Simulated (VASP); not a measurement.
Here is a VASP 6.6.1 calculation.

Contents of INCAR:

```
SYSTEM = Ni3Ge
  PREC = Accurate
  ENCUT = 520
  EDIFF = 1E-8
  ISMEAR = -1
  SIGMA = 0.15
  LREAL = .FALSE.
  LASPH = .TRUE.
  NELM = 80
  ALGO = Fast
  ISIF = 2
  LWAVE = .FALSE.
  LCHARG = .FALSE.
  GGA = PS
  IBRION = 8
  NSW = 1
```

The input KPOINTS:

```
regular mesh
0
G
  12 12 12
  0 0 0
```

File POSCAR:

```
Ni3Ge
1.0
    3.5162748726      0.0000000000      0.0000000000
    0.0000000000      3.5162748726      0.0000000000
    0.0000000000      0.0000000000      3.5162748726
Ni Ge
3 1
Direct
    0.5000000000      0.0000000000      0.5000000000
    0.0000000000      0.5000000000      0.5000000000
    0.5000000000      0.5000000000      0.0000000000
    0.0000000000      0.0000000000      0.0000000000
```

Potentials or basis: VASP PAW PBE potentials, release 64 (Ni, Ge_d).

Run with:

```console
$ cat potpaw_PBE.64/Ni/POTCAR potpaw_PBE.64/Ge_d/POTCAR > POTCAR
$ mpirun -np 1 vasp_std > vasp.out
```

Question: Estimate the highest phonon frequency at Γ.

Answer: 302 cm⁻¹.

Phonon frequencies in cm⁻¹ (negative: imaginary):
```csv
q point,frequencies
"(0.000, 0.000, 0.000)",0 0 0 177 177 177 199 199 199 302 302 302
```

Caveat: the cell stands under pressure or tension, which shifts response properties. Spin polarisation is off, so any magnetic state and its effect on volume and gap are missing.
